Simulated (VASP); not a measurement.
LiH:

```
Li H
1.0
     6.43242    0.02923   -0.05651
    -1.59545    2.80117   -0.03471
    -0.03534   -0.07053    4.09133
Li H
4 4
Direct
  0.16717 0.62893 0.24107
  0.34972 0.40650 0.75419
  0.68237 0.67914 0.25082
  0.83848 0.33620 0.71654
  0.31622 0.33800 0.23680
  0.17217 0.66827 0.74862
  0.84064 0.34644 0.26153
  0.68311 0.70253 0.73957
```

| Item | Value |
| --- | --- |
| Program | VASP 6.6.1 |
| Task | relaxation of cell and atoms |
| Functional | PBEsol |
| Potentials or basis | VASP PAW PBE potentials, release 64 (Li_sv, H) |
| Cutoff | 600 eV |
| k mesh | 6 × 6 × 4 |
| Occupations | fermi-dirac, width 0.05 eV |
| Spin | no spin polarisation |

At the start: pressure 0.6 GPa; volume 9.24 Å³/atom.

How do energy, volume and symmetry change on relaxing?

Over 11 steps the energy falls by 30.3 meV/atom and the volume is 9.14 Å³/atom (-1.1 %); space group P1 (No. 1, to 0.1 Å) before, P6_3/mmc (No. 194, to 0.1 Å).

Step by step:
| step | energy change (eV) | largest force (eV/Å) | pressure (GPa) | volume (Å³) |
| --- | --- | --- | --- | --- |
| 1 | 0.0000 | 0.9201 | 0.56 | 73.88 |
| 2 | -0.1151 | 0.4968 | -0.01 | 74.23 |
| 3 | -0.1939 | 0.2588 | -0.57 | 74.87 |
| 4 | -0.2145 | 0.1778 | -0.46 | 74.43 |
| 5 | -0.2340 | 0.1135 | -0.10 | 73.36 |
| 6 | -0.2341 | 0.1155 | -0.12 | 73.42 |
| 7 | -0.2385 | 0.0658 | -0.04 | 73.21 |
| 8 | -0.2410 | 0.0497 | 0.09 | 72.88 |
| 9 | -0.2418 | 0.0274 | 0.05 | 72.97 |
| 10 | -0.2420 | 0.0156 | 0.02 | 73.03 |
| 11 | -0.2422 | 0.0080 | 0.00 | 73.09 |

Final structure:
```yaml
crystal:
  lattice:
    - [6.49181, -0.02017, -0.00094]
    - [-1.63204, 2.79336, -0.00063]
    - [0.00012, 0.00028, 4.03764]
  atoms:
    - { symbol: Li, position: [0.17296, 0.67982, 0.24339] }
    - { symbol: Li, position: [0.33972, 0.34983, 0.74298] }
    - { symbol: Li, position: [0.67295, 0.67692, 0.24275] }
    - { symbol: Li, position: [0.83940, 0.34650, 0.74316] }
    - { symbol: H, position: [0.33934, 0.34942, 0.24429] }
    - { symbol: H, position: [0.17325, 0.68051, 0.74418] }
    - { symbol: H, position: [0.83926, 0.34562, 0.24399] }
    - { symbol: H, position: [0.67301, 0.67741, 0.74441] }
```

Caveat: the cutoff is under 1.25 times the usual one of these potentials, so pressure, stress and relaxed cells hold a basis-set (Pulay) error; the PAW data sets were made with another functional, which shifts forces and pressure a little.
